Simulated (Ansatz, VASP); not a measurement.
SiC in VASP and in Ansatz

Contents of INCAR:

```
SYSTEM = SiC
ALGO     = Normal         ! electronic algorithm
EDIFF    = 1E-7           ! SCF threshold, eV
ENCUT    = 520            ! plane-wave cutoff, eV
GGA      = PS             ! functional
ISIF     = 2              ! what is computed and relaxed
ISMEAR   = 0              ! smearing method
LASPH    = .TRUE.         ! aspherical terms in the spheres
LCHARG   = .TRUE.         ! write CHGCAR
LELF     = .TRUE.         ! ELF
LREAL    = .FALSE.        ! projectors in reciprocal space
LVHAR    = .TRUE.       
LWAVE    = .FALSE.        ! write WAVECAR
NBANDS   = 11             ! bands
NELM     = 80             ! most SCF steps
PREC     = Accurate       ! precision mode
SIGMA    = 0.01           ! smearing width, eV
```

The input KPOINTS:

```
k-points
0
G
  8 8 8
  0 0 0
```

File POSCAR:

```
SiC
1.0
    0.0000000000      2.1780523476      2.1780523476
    2.1780523476      0.0000000000      2.1780523476
    2.1780523476      2.1780523476      0.0000000000
Si C
1 1
Direct
    0.0000000000      0.0000000000      0.0000000000
    0.2500000000      0.2500000000      0.2500000000
```

Input for Ansatz:

```yaml
crystal:
  lattice:
    - [0.0, 2.1780523476, 2.1780523476]
    - [2.1780523476, 0.0, 2.1780523476]
    - [2.1780523476, 2.1780523476, 0.0]
  atoms:
    - { symbol: Si, position: [0.0, 0.0, 0.0] }
    - { symbol: C, position: [0.25, 0.25, 0.25] }
kpoints:
  mp_grid: { grid: [8, 8, 8] }
hamiltonian:
  xc: pbesol
scf:
  occupations: { method: fixed }
  n_extra_bands: 4
output:
  forces: true
  stress: true
  eigenvalues: true
```

Alike in both runs: task single point; functional PBEsol; k mesh 8 × 8 × 8; no spin polarisation.

|  | VASP | Ansatz |
| --- | --- | --- |
| version | VASP 6.6.1 | Ansatz 0.2.0 |
| potentials or method | VASP PAW PBE potentials, release 64 (Si, C) | plane waves, PAW |
| plane-wave cutoff (eV) | 520 | 420 |
| occupations | gaussian, width 0.01 eV | fixed |
| valence electrons in the cell | 8 | 8 |

```csv
,VASP,Ansatz,Ansatz less VASP
gap on the k mesh at the Fermi level (eV),1.23,1.24,+0.010
pressure (GPa),0.5,0.1,-0.36
```

VASP's potentials were made for PBE, not for PBEsol.
